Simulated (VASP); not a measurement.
Set up this calculation in VASP 6.6.1, as the native input.

| Quantity | Value |
| --- | --- |
| Task | single point |
| Functional | PBE |
| Dispersion | D3(BJ) |
| Potentials or basis | VASP PAW PBE potentials, release 64 (S, Mo_sv, H) |
| Cutoff | 520 eV |
| k mesh | 3 × 3 × 1 |
| Occupations | gaussian, width 0.05 eV |
| Spin | no spin polarisation |
| Dipole correction | yes |
| Further INCAR settings | ALGO = Normal; EDIFF = 1e-06; NBANDS = 66 |

The structure of Mo2HS4 lies in POSCAR:

```
Mo2HS4
1.0
    6.3058975141      0.0000000000      0.0000000000
   -3.1529487571      5.4610674409      0.0000000000
    0.0000000000      0.0000000000     21.1272324035
S Mo H
8 4 2
Direct
    0.6666666667      0.3333333333      0.3786582098
    0.6666666667      0.8333333333      0.3786582098
    0.1666666667      0.3333333333      0.3786582098
    0.1666666667      0.8333333333      0.3786582098
    0.6666665775      0.3336311421      0.5269988027
    0.6666671862      0.8330795070      0.5270787927
    0.1666390526      0.3333281705      0.5271395440
    0.1666093619      0.8332998173      0.5271307458
    0.3332255386      0.1665913507      0.4528815492
    0.3333264354      0.6666818758      0.4528885602
    0.8332974155      0.1665832193      0.4529017730
    0.8334500768      0.6668106066      0.4528309655
    0.6520341412      0.1232941540      0.6572090180
    0.6465027537      0.0599798242      0.6878100087
```

One way to write it, as run:

INCAR

```
SYSTEM = Mo2HS4
ALGO     = Normal         ! electronic algorithm
DIPOL    = 0.5 0.5 0.484
EDIFF    = 1E-6           ! SCF threshold, eV
ENCUT    = 520            ! plane-wave cutoff, eV
GGA      = PE             ! functional
IDIPOL   = 3            
ISIF     = 2              ! what is computed and relaxed
ISMEAR   = 0              ! smearing method
IVDW     = 12             ! dispersion correction
LASPH    = .True.         ! aspherical terms in the spheres
LCHARG   = .True.         ! write CHGCAR
LDIPOL   = .True.       
LELF     = .True.         ! ELF
LREAL    = .False.        ! projectors in reciprocal space
LVACPOTAV= .True.       
LVHAR    = .True.       
LWAVE    = .False.        ! write WAVECAR
NBANDS   = 66             ! bands
NELM     = 100            ! most SCF steps
PREC     = Accurate       ! precision mode
SIGMA    = 0.05           ! smearing width, eV
```

KPOINTS

```
k-points
0
Gamma
  3 3 1
  0 0 0
```

Potentials or basis: VASP PAW PBE potentials, release 64 (S, Mo_sv, H).

Command:

```sh
$ cat potpaw_PBE.64/S/POTCAR potpaw_PBE.64/Mo_sv/POTCAR potpaw_PBE.64/H/POTCAR > POTCAR
$ mpirun -np 1 vasp_std > vasp.out
```

Results of the run:

```yaml
Largest_force: 0.021 eV/Å
Band_gap_on_the_k_mesh: 1.78 eV
Dispersion_energy_per_atom: -0.279 eV
```

It took 10 min on 1 thread of Intel(R) Xeon(R) Platinum 8559C (Emerald Rapids) (shared host), peak memory 0.8 GiB.
